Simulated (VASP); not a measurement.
# B5W (P6/mmm) in VASP: a series of runs

B5W is run at these levels: PBE; tasks: single point, relaxation of cell and atoms.

Everything below comes from runs of VASP 6.6.1. Logs are shortened: lines on timing, memory, paths and dates and some standing lists are left out, and cuts for length are marked.

**1. The cell of the first run**

It takes space group P6/mmm (No. 191, hexagonal). Conventional cell: a = 4.311 Å, b = 4.311 Å, c = 5.821 Å, α = 90.00°, β = 90.00°, γ = 120.00°. Within 3.0 Å of B (site symmetry mmm) lie 2 W at 2.16 Å and 8 B at 2.16 to 3.00 Å. Within 2.2 Å of B (site symmetry 6mm) lie 1 B at 1.65 Å and 1 W at 2.09 Å. W (site symmetry 6/mmm) has 8 B at 2.09 to 2.16 Å within 2.8 Å.

The cell was generated, and may not be a known phase.

**2. Single point, PBE**

File INCAR:

```
PREC = Accurate
ENCUT = 520
EDIFF = 1E-6
ISMEAR = 0
SIGMA = 0.1
LREAL = False
LASPH = True
NELM = 80
ALGO = Normal
ISIF = 2
LWAVE = False
LCHARG = False
GGA = PE
NBANDS = 24
```

File KPOINTS:

```
Automatic mesh
0
Gamma
  6 6 4
```

File POSCAR:

```
B5W
1.0
    4.3109512742     -0.0000000033      0.0000000000
   -2.1554756343      3.7333933196      0.0000000000
    0.0000000000      0.0000000000      5.8213814009
B W
5 1
Direct
    0.5000113471      0.0000000000      0.0000000000
    0.0000000000      0.5000113471      0.0000000000
    0.4999886529      0.4999886529      0.0000000000
    0.0000000000      0.0000000000      0.6418215969
    0.0000000000      0.0000000000      0.3581784031
    0.0000000000      0.0000000000      0.0000000000
```

Potentials or basis: VASP PAW PBE potentials, release 64 (B, W_sv).

Started as:

```sh
cat potpaw_PBE.64/B/POTCAR potpaw_PBE.64/W_sv/POTCAR > POTCAR
mpirun -np 1 vasp_std > vasp.out
```

OUTCAR:

```text
PREC = Accurate
   ENCUT = 520
   EDIFF = 1E-6
   ISMEAR = 0
   LREAL = False
   LASPH = True
   NELM = 80
   ISIF = 2
   GGA = PE

 ion  position               nearest neighbor table
   1  0.500  0.000  0.000-   6 2.16   2 2.16   2 2.16   3 2.16   3 2.16   6 2.16
   2  0.000  0.500  0.000-   6 2.16   1 2.16   1 2.16   3 2.16   3 2.16   6 2.16
   3  0.500  0.500  0.000-   6 2.16   2 2.16   2 2.16   1 2.16   1 2.16   6 2.16
   4  0.000  0.000  0.642-   5 1.65   6 2.09
   5  0.000  0.000  0.358-   4 1.65   6 2.09
   6  0.000  0.000  0.000-   4 2.09   5 2.09   3 2.16   1 2.16   2 2.16   3 2.16   1 2.16   2 2.16

  LATTYP: Found a hexagonal cell.
 ALAT       =     4.3109512742
 C/A-ratio  =     1.3503704938

  Lattice vectors:

 A1 = (   4.3109512742,  -0.0000000033,   0.0000000000)
 A2 = (  -2.1554756343,   3.7333933196,   0.0000000000)
 A3 = (   0.0000000000,   0.0000000000,   5.8213814009)

Analysis of symmetry for initial positions (statically):
=====================================================================
 Subroutine PRICEL returns:
 Original cell was already a primitive cell.

 Routine SETGRP: Setting up the symmetry group for a
 hexagonal supercell.

 Subroutine GETGRP returns: Found 12 space group operations
 (whereof 12 operations were pure point group operations)
 out of a pool of 24 trial point group operations.

The static configuration has the point symmetry D_3h.

Analysis of symmetry for dynamics (positions and initial velocities):
=====================================================================
 Subroutine PRICEL returns:
 Original cell was already a primitive cell.

 Routine SETGRP: Setting up the symmetry group for a
 hexagonal supercell.

 Subroutine GETGRP returns: Found 12 space group operations
 (whereof 12 operations were pure point group operations)
 out of a pool of 24 trial point group operations.

The dynamic configuration has the point symmetry D_3h.

 Subroutine INISYM returns: Found 12 space group operations
 (whereof 12 operations are pure point group operations),
 and found     1 'primitive' translations

----------------------------------------------------------------------------------------

                                     Primitive cell

  volume of cell :      93.6921

  direct lattice vectors                    reciprocal lattice vectors
     4.310951274 -0.000000003  0.000000000     0.231967363  0.133926419  0.000000000
    -2.155475634  3.733393320  0.000000000     0.000000000  0.267852839  0.000000000
     0.000000000  0.000000000  5.821381401     0.000000000  0.000000000  0.171780533

  length of vectors
     4.310951274  4.310951274  5.821381401     0.267852839  0.267852839  0.171780533

  position of ions in fractional coordinates (direct lattice)
     0.500011347  1.000000000  0.000000000
     1.000000000  0.500011347  0.000000000
     0.499988653  0.499988653  0.000000000
     0.000000000  0.000000000  0.641821597
     0.000000000  0.000000000  0.358178403
     0.000000000  0.000000000  0.000000000

  ion indices of the primitive-cell ions
   primitive index   ion index
                 1           1
                 2           2
                 3           3
                 4           4
                 5           5
                 6           6

----------------------------------------------------------------------------------------

 KPOINTS: Automatic mesh

Automatic generation of k-mesh.
 Grid dimensions read from file:
 generate k-points for:    6    6    4

 Generating k-lattice:

  Cartesian coordinates                     Fractional coordinates (reciprocal lattice)
     0.038661227  0.022321070  0.000000000     0.166666667  0.000000000  0.000000000
     0.000000000  0.044642140  0.000000000    -0.000000000  0.166666667  0.000000000
     0.000000000  0.000000000  0.042945133     0.000000000  0.000000000  0.250000000

  Length of vectors
     0.044642140  0.044642140  0.042945133

  Shift w.r.t. Gamma in fractional coordinates (k-lattice)
     0.000000000  0.000000000  0.000000000

 Subroutine IBZKPT returns following result:
 ===========================================

 Found     21 irreducible k-points:

 Following reciprocal coordinates:
            Coordinates               Weight
  0.000000  0.000000  0.000000      1.000000
  0.166667  0.000000  0.000000      6.000000
  0.333333  0.000000  0.000000      6.000000
  0.500000 -0.000000  0.000000      3.000000
  0.166667  0.166667  0.000000      6.000000
  0.333333  0.166667  0.000000     12.000000
[... 13 lines left out ...]
  0.333333  0.166667  0.500000     12.000000
  0.333333  0.333333  0.500000      2.000000
   k-points           NKPTS =     21   k-points in BZ     NKDIM =     21   number of bands    NBANDS=     24
   number of dos      NEDOS =    301   number of ions     NIONS =      6
   total plane-waves  NPLWV =  49152
   dimension x,y,z NGX =    32 NGY =   32 NGZ =   48
   dimension x,y,z NGXF=    64 NGYF=   64 NGZF=   96
[... 67 lines left out ...]
      4     -34.7000      2.00000
      5      -8.8127      2.00000
      6      -5.5523      2.00000
[... 16 lines left out ...]
     23       9.4845      0.00000
     24       9.4846      0.00000

 k-point     2 :       0.1667    0.0000    0.0000
  band No.  band energies     occupation
      1     -70.2935      2.00000
      2     -34.7879      2.00000
      3     -34.7874      2.00000
      4     -34.6996      2.00000
      5      -8.5096      2.00000
      6      -5.4988      2.00000
[... 16 lines left out ...]
     23       9.2206      0.00000
     24       9.4359      0.00000

 k-point     3 :       0.3333    0.0000    0.0000
  band No.  band energies     occupation
      1     -70.2936      2.00000
      2     -34.7881      2.00000
      3     -34.7867      2.00000
      4     -34.6987      2.00000
      5      -7.6583      2.00000
      6      -5.4399      2.00000
[... 16 lines left out ...]
     23       8.7840      0.00000
     24       9.3425      0.00000

 k-point     4 :       0.5000   -0.0000    0.0000
  band No.  band energies     occupation
      1     -70.2937      2.00000
      2     -34.7882      2.00000
      3     -34.7863      2.00000
      4     -34.6983      2.00000
      5      -6.7205      2.00000
      6      -6.0826      2.00000
[... 16 lines left out ...]
     23       8.5978      0.00000
     24       9.0752      0.00000

 k-point     5 :       0.1667    0.1667    0.0000
  band No.  band energies     occupation
      1     -70.2936      2.00000
      2     -34.7879      2.00000
      3     -34.7870      2.00000
      4     -34.6989      2.00000
      5      -7.9272      2.00000
      6      -5.4309      2.00000
[... 16 lines left out ...]
     23       9.3097      0.00000
     24       9.4091      0.00000

 k-point     6 :       0.3333    0.1667    0.0000
  band No.  band energies     occupation
      1     -70.2937      2.00000
      2     -34.7879      2.00000
      3     -34.7866      2.00000
      4     -34.6983      2.00000
      5      -6.8964      2.00000
      6      -5.6928      2.00000
[... 16 lines left out ...]
     23       8.6985      0.00000
     24       9.1571      0.00000
[... 298 lines left out ...]
 k-point    18 :       0.5000   -0.0000    0.5000
  band No.  band energies     occupation
      1     -70.2937      2.00000
      2     -34.7882      2.00000
      3     -34.7863      2.00000
      4     -34.6984      2.00000
      5      -6.5300      2.00000
      6      -6.0499      2.00000
[... 16 lines left out ...]
     23       7.4381      0.00000
     24       8.1446      0.00000

 k-point    19 :       0.1667    0.1667    0.5000
  band No.  band energies     occupation
      1     -70.2936      2.00000
      2     -34.7879      2.00000
      3     -34.7870      2.00000
      4     -34.6990      2.00000
      5      -7.8209      2.00000
      6      -5.4085      2.00000
[... 16 lines left out ...]
     23       7.2982      0.00000
     24       9.4923      0.00000

 k-point    20 :       0.3333    0.1667    0.5000
  band No.  band energies     occupation
      1     -70.2937      2.00000
      2     -34.7879      2.00000
      3     -34.7866      2.00000
      4     -34.6984      2.00000
      5      -6.7540      2.00000
      6      -5.6112      2.00000
[... 16 lines left out ...]
     23       7.6904      0.00000
     24       8.4212      0.00000

 k-point    21 :       0.3333    0.3333    0.5000
  band No.  band energies     occupation
      1     -70.2937      2.00000
      2     -34.7871      2.00000
      3     -34.7871      2.00000
      4     -34.6981      2.00000
      5      -5.8523      2.00000
      6      -5.8523      2.00000
[... 16 lines left out ...]
     23       7.4119      0.00000
     24       7.4119      0.00000

------------------------ aborting loop because EDIFF is reached ----------------------------------------

  FORCE on cell =-STRESS in cart. coord.  units (eV):
  Direction    XX          YY          ZZ          XY          YZ          ZX
  --------------------------------------------------------------------------------------
  -------------------------------------------------------------------------------------
  Total        0.1467482      0.1467482     -0.0283552     -0.0000000      0.0000000      0.0000000
  in kB        2.5094606      2.5094606     -0.4848872     -0.0000000      0.0000000      0.0000000
  external PRESSURE =       1.5113447 kB  Pullay stress =       0.0000000 kB

 VOLUME and BASIS-vectors are now :
 -----------------------------------------------------------------------------
  energy-cutoff  :      520.00
  volume of cell :       93.69
      direct lattice vectors                 reciprocal lattice vectors
     4.310951274 -0.000000003  0.000000000     0.231967363  0.133926419  0.000000000
    -2.155475634  3.733393320  0.000000000     0.000000000  0.267852839  0.000000000
     0.000000000  0.000000000  5.821381401     0.000000000  0.000000000  0.171780533

 POSITION                                       TOTAL-FORCE (eV/Angst)
 -----------------------------------------------------------------------------------
      2.15552     -0.00000      0.00000        -0.001016      0.000000     -0.000000
     -1.07776      1.86674      0.00000         0.000508     -0.000880     -0.000000
      1.07771      1.86665      0.00000         0.000508      0.000880     -0.000000
      0.00000      0.00000      3.73629         0.000000     -0.000000      0.003865
      0.00000      0.00000      2.08509         0.000000     -0.000000     -0.003865
      0.00000      0.00000      0.00000         0.000000     -0.000000     -0.000000
 -----------------------------------------------------------------------------------
    total drift:                                0.000000      0.000000      0.000000

  FREE ENERGIE OF THE ION-ELECTRON SYSTEM (eV)
  ---------------------------------------------------
  free  energy   TOTEN  =       -39.3266279361 eV

  energy  without entropy=      -39.3182153850  energy(sigma->0) =      -39.32242166
```

Run time: 20 s. Hardware: 1 thread of Intel Xeon Platinum 8559C (Emerald Rapids), shared host; peak memory 0.23 GiB.

Results:

| Property | Result |
| --- | --- |
| Free energy | -39.3266 eV |
| Pressure | 0.2 GPa |
| Largest force | 0.004 eV/Å |
| Band gap on the k mesh | zero (an odd number of electrons rules out a gap without spin polarisation) |

Forces in eV/Å, atoms in the order of the input:
```
B   -0.001  0.000  0.000
B    0.001 -0.001  0.000
B    0.001  0.001  0.000
B    0.000  0.000  0.004
B    0.000  0.000 -0.004
W    0.000  0.000  0.000
```

Stress tensor (GPa, compression positive):
```
 0.25  0.00  0.00
 0.00  0.25  0.00
 0.00  0.00 -0.05
```

Levels at points of the mesh, in eV from the Fermi level:
| k point | band 12 | band 13 | band 14 | band 15 | band 16 | band 17 | band 18 | band 19 |
| --- | --- | --- | --- | --- | --- | --- | --- | --- |
| (0.00, 0.00, 0.00) | -1.41 | -1.41 | -0.34 | -0.34 | 1.21 | 1.22 | 1.22 | 3.87 |
| (0.50, 0.00, 0.00) | -2.73 | -2.60 | -1.13 | -0.55 | 0.82 | 2.04 | 3.03 | 4.88 |
| (0.00, 0.00, 0.50) | -1.23 | -1.23 | -1.16 | -1.16 | 2.36 | 3.26 | 3.26 | 3.76 |
| (0.50, 0.00, 0.50) | -2.73 | -1.87 | -0.71 | 1.46 | 2.40 | 2.76 | 3.03 | 3.30 |

Caveat: spin-orbit coupling is left out, which moves the levels of the heavy elements; an odd number of electrons without spin polarisation forces a metal; a magnetic or distorted state may lie lower.

**3. Single point, PBE**

File INCAR:

```
  PREC = Accurate
  ENCUT = 520
  EDIFF = 1E-6
  ISMEAR = 0
  SIGMA = 0.1
  LREAL = False
  LASPH = True
  NELM = 60
  ALGO = Normal
  ISIF = 2
  LWAVE = False
  LCHARG = True
  GGA = PE
  LELF = True
  LVHAR = True
  NBANDS = 24
```

File KPOINTS:

```
regular mesh
0
Gamma
  12 12 6
```

File POSCAR:

```
B5W
1.0
    4.3089647211      0.0000000000      0.0000000000
   -2.1544823606      3.7316729125      0.0000000000
    0.0000000000      0.0000000000      5.8265323904
B W
5 1
Direct
    0.5000000000      0.0000000000      0.0000000000
    0.0000000000      0.5000000000      0.0000000000
    0.5000000000      0.5000000000      0.0000000000
    0.0000000000      0.0000000000      0.6416702550
    0.0000000000      0.0000000000      0.3583297450
    0.0000000000      0.0000000000      0.0000000000
```

Potentials or basis: VASP PAW PBE potentials, release 64 (B, W_sv).

Started as:

```sh
cat potpaw_PBE.64/B/POTCAR potpaw_PBE.64/W_sv/POTCAR > POTCAR
mpirun -np 1 vasp_std > vasp.out
```

It took 63 s on 1 thread of Intel Xeon Platinum 8559C (Emerald Rapids), shared host; peak memory 0.3 GiB.

The run converged. Its results:

```
Free energy            : -39.3436 eV
Pressure               : 0.0 GPa
Largest force          : 0.011 eV/Å
Band gap on the k mesh : zero (an odd number of electrons rules out a gap without spin polarisation)
```

Forces on the atoms (eV/Å):
```
B    0.000  0.000  0.000
B    0.000  0.000  0.000
B    0.000  0.000  0.000
B    0.000  0.000 -0.011
B    0.000  0.000  0.011
W    0.000  0.000  0.000
```

Levels at points of the mesh, in eV from the Fermi level:
```
           k point  band 12  band 13  band 14  band 15  band 16  band 17  band 18  band 19
(0.00, 0.00, 0.00)    -1.44    -1.44    -0.36    -0.36     1.18     1.21     1.21     3.84
(0.50, 0.00, 0.00)    -2.79    -2.62    -1.15    -0.56     0.81     2.01     2.99     4.84
(0.00, 0.00, 0.50)    -1.24    -1.24    -1.21    -1.21     2.33     3.23     3.23     3.72
(0.50, 0.00, 0.50)    -2.79    -1.88    -0.73     1.43     2.37     2.73     2.99     3.28
```

Caveat: spin-orbit coupling is left out, which moves the levels of the heavy elements; an odd number of electrons without spin polarisation forces a metal; a magnetic or distorted state may lie lower.

**4. Relaxation of cell and atoms, PBE**

File INCAR:

```
SYSTEM = B5W
  ALGO = Normal
  EDIFF = 1E-7
  EDIFFG = -0.01
  ENCUT = 600
  GGA = PE
  IBRION = 2
  ISIF = 3
  ISMEAR = 0
  LASPH = .True.
  LCHARG = .False.
  LREAL = .False.
  LWAVE = .False.
  NELM = 100
  NSW = 100
  PREC = Accurate
  SIGMA = 0.1
```

File KPOINTS:

```
k-points
0
Gamma
  12 12 6
  0 0 0
```

File POSCAR:

```
B5W
1.0
    4.3109512742      0.0000000000      0.0000000000
   -2.1554756371      3.7333933180      0.0000000000
    0.0000000000      0.0000000000      5.8213814009
B W
5 1
Direct
    0.5000000000      0.0000000000      0.0000000000
    0.0000000000      0.5000000000      0.0000000000
    0.5000000000      0.5000000000      0.0000000000
    0.0000000000      0.0000000000      0.6418215969
    0.0000000000      0.0000000000      0.3581784031
    0.0000000000      0.0000000000      0.0000000000
```

Started as:

```sh
cat potpaw_PBE.64/B/POTCAR potpaw_PBE.64/W_sv/POTCAR > POTCAR
mpirun -np 1 vasp_std > vasp.out
```

Run time: 2.5 min. Hardware: 1 thread of Intel Xeon Platinum 8559C (Emerald Rapids), shared host; peak memory 0.34 GiB.

The run converged. Its results:

```
Free energy                           : -39.3464 eV
Relaxed volume                        : 15.62 Å³/atom
Relaxed cell                          : a = 4.309 Å, b = 4.309 Å, c = 5.827 Å, α = 90.00°, β = 90.00°, γ = 120.00°
Space group after relaxing (to 0.1 Å) : P6/mmm (No. 191)
Energy gained by relaxing             : 0.0 meV/atom
Ionic steps                           : 4
Pressure after relaxing               : 0.0 GPa
Largest force after relaxing          : 0.008 eV/Å
Band gap on the k mesh                : zero (an odd number of electrons rules out a gap without spin polarisation)
```

Forces on the atoms (eV/Å):
```
B    0.000  0.000  0.000
B    0.000  0.000  0.000
B    0.000  0.000  0.000
B    0.000  0.000 -0.008
B    0.000  0.000  0.008
W    0.000  0.000  0.000
```

Step by step:
| step | energy change (eV) | largest force (eV/Å) | pressure (GPa) | volume (Å³) |
| --- | --- | --- | --- | --- |
| 1 | 0.0000 | 0.0644 | 0.03 | 93.69 |
| 2 | 0.0001 | 0.1057 | -0.02 | 93.73 |
| 3 | -0.0002 | 0.0116 | 0.01 | 93.71 |
| 4 | -0.0002 | 0.0079 | 0.00 | 93.72 |

Final structure:
```
CELL_PARAMETERS angstrom
4.30935 0.00000 0.00000
-2.15468 3.73201 0.00000
0.00000 0.00000 5.82725
ATOMIC_POSITIONS crystal
B 0.50000 0.00000 0.00000
B 0.00000 0.50000 0.00000
B 0.50000 0.50000 0.00000
B 0.00000 0.00000 0.64165
B 0.00000 0.00000 0.35835
W 0.00000 0.00000 0.00000
```

Levels at points of the mesh, in eV from the Fermi level:
```csv
k point,band 13,band 14,band 15,band 16,band 17,band 18
"(0.00, 0.00, 0.00)",-1.44,-0.36,-0.36,1.18,1.21,1.21
"(0.50, 0.00, 0.00)",-2.62,-1.15,-0.56,0.81,2.01,2.99
"(0.00, 0.00, 0.50)",-1.24,-1.21,-1.21,2.33,3.23,3.23
"(0.50, 0.00, 0.50)",-1.88,-0.73,1.43,2.37,2.73,2.98
```

Caveat: spin-orbit coupling is left out, which moves the levels of the heavy elements; an odd number of electrons without spin polarisation forces a metal; a magnetic or distorted state may lie lower.

**5. Summary**

```tsv
task	cell	k mesh	cutoff (eV)	gap on the mesh (eV)	pressure (GPa)	largest force (eV/Å)
single point	a = 4.311, b = 4.311, c = 5.821 Å, angles 90.0, 90.0, 120.0°, 6 atoms, atomic positions A	6 × 6 × 4	520	none	0.2	-
single point	a = 4.309, b = 4.309, c = 5.827 Å, angles 90.0, 90.0, 120.0°, 6 atoms, atomic positions B	12 × 12 × 6	520	none	0.0	0.01
relaxation of cell and atoms	relaxed from a = 4.311, b = 4.311, c = 5.821 Å, angles 90.0, 90.0, 120.0°, 6 atoms, atomic positions A	12 × 12 × 6	600	none	0.0	0.01
```

Alike in all rows: level PBE; potentials or basis VASP PAW PBE potentials, release 64 (B, W_sv); no spin polarisation; smearing gaussian 0.1 eV.

Caveats: spin-orbit coupling is left out, which moves the levels of the heavy elements; an odd number of electrons without spin polarisation forces a metal; a magnetic or distorted state may lie lower.

Absolute energies hang on the potentials; compare differences alone.
